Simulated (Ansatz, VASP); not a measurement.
## BeRe2O3: VASP beside Ansatz

The input INCAR:

```
SYSTEM = BeRe2O3
PREC = Accurate
ENCUT = 520
EDIFF = 1E-6
ISMEAR = 0
SIGMA = 0.1
LREAL = .FALSE.
LASPH = .TRUE.
NELM = 150
ALGO = Normal
ISIF = 2
LWAVE = .FALSE.
LCHARG = .TRUE.
ISPIN = 2
MAGMOM = 0 1 1 0 0 0
LORBIT = 11
LMAXMIX = 4
GGA = PE
LELF = .TRUE.
LVHAR = .TRUE.
NBANDS = 30
```

Contents of KPOINTS:

```
Automatic mesh
0
G
  6 6 6
  0 0 0
```

POSCAR

```
BeRe2O3
1.0
    4.7883965026      0.0000000000      0.0000000000
   -2.3941982513      4.1468730146      0.0000000000
    0.0000000000      0.0000000000      2.9157402566
Be Re O
1 2 3
Direct
    0.0000000000      0.0000000000      0.0000000000
    0.3333333333      0.6666666667      0.0000000000
    0.6666666667      0.3333333333      0.0000000000
    0.5000000000      0.0000000000      0.5000000000
    0.5000000000      0.5000000000      0.5000000000
    0.0000000000      0.5000000000      0.5000000000
```

Input for Ansatz:

```yaml
crystal:
  lattice:
    - [4.7883965026, 0.0, 0.0]
    - [-2.3941982513, 4.1468730146, 0.0]
    - [0.0, 0.0, 2.9157402566]
  atoms:
    - { symbol: Be, position: [0.0, 0.0, 0.0] }
    - { symbol: Re, position: [0.3333333333, 0.6666666667, 0.0], spin: 1.0 }
    - { symbol: Re, position: [0.6666666667, 0.3333333333, 0.0], spin: 1.0 }
    - { symbol: O, position: [0.5, 0.0, 0.5] }
    - { symbol: O, position: [0.5, 0.5, 0.5] }
    - { symbol: O, position: [0.0, 0.5, 0.5] }
basis:
  ecutwfc: 420
kpoints:
  mp_grid: { grid: [6, 6, 6] }
hamiltonian:
  xc: pbe
scf:
  occupations: { method: gaussian, width: 0.1 }
  lower_state_search: "off"
output:
  forces: true
  stress: true
  eigenvalues: true
  populations: true
magnetization:
  spin_polarized: true
```

Alike in both runs: task single point; functional PBE; k mesh 6 × 6 × 6; occupations gaussian, width 0.1 eV; collinear spin.

|  | VASP | Ansatz |
| --- | --- | --- |
| version | VASP 6.6.1 | Ansatz 0.2.0 |
| potentials or method | VASP PAW PBE potentials, release 64 (Be, Re, O), cutoff 520 eV | scalar-relativistic, plane waves, PAW |
| valence electrons in the cell | 34 | 50 |

```csv
,VASP,Ansatz,Ansatz less VASP
gap on the k mesh at the Fermi level (eV),none,none,-
net moment per atom (μB),0.00,0.00,-0.001
```

A gap of «none» marks a metal or a gap that the smearing closes. VASP's potentials hold 34 valence electrons a cell and Ansatz's 50, so a difference there can come from the potentials and not from the codes. Ansatz's warnings: seeded moment not kept.

Spin-orbit coupling is off throughout.
